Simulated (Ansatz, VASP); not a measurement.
**SnTe: VASP beside Ansatz**

```
Sn Te
1.0
     0.00000    3.61115    3.61115
     3.61115    0.00000    3.61115
     3.61115    3.61115    0.00000
Sn Te
1 1
Direct
  0.01957 0.98121 0.98759
  0.74809 0.74146 0.76114
```

Alike in both runs: task single point; functional PBEsol; k mesh 4 × 4 × 4; occupations fermi-dirac, width 0.02 eV; no spin polarisation.

```csv
,VASP,Ansatz
version,VASP 6.6.1,Ansatz 0.2.0
potentials or method,"VASP PAW PBE potentials, release 64 (Sn_d, Te), cutoff 520 eV","plane waves, PAW"
valence electrons in the cell,20,30
```

|  | VASP | Ansatz | Ansatz less VASP |
| --- | --- | --- | --- |
| pressure (GPa) | -1.5 | -1.5 | +0.01 |
| traceless stress, the component that is largest in VASP (GPa) | 0.58 | 0.57 | -0.012 |
| rms of the force components (eV/Å) | 0.176 | 0.174 | -0.0017 |

VASP's potentials were made for PBE, not for PBEsol. Atom by atom the forces differ by 0.002 eV/Å (rms over components). With one functional, cell and mesh, what is left measures potentials, basis and numerics. VASP's potentials hold 20 valence electrons a cell and Ansatz's 30, so a difference there can come from the potentials and not from the codes. Ansatz's warnings: stress scf threshold loose.

The k mesh is coarse, so the values compare programs but aren't converged. Spin-orbit coupling is off throughout.
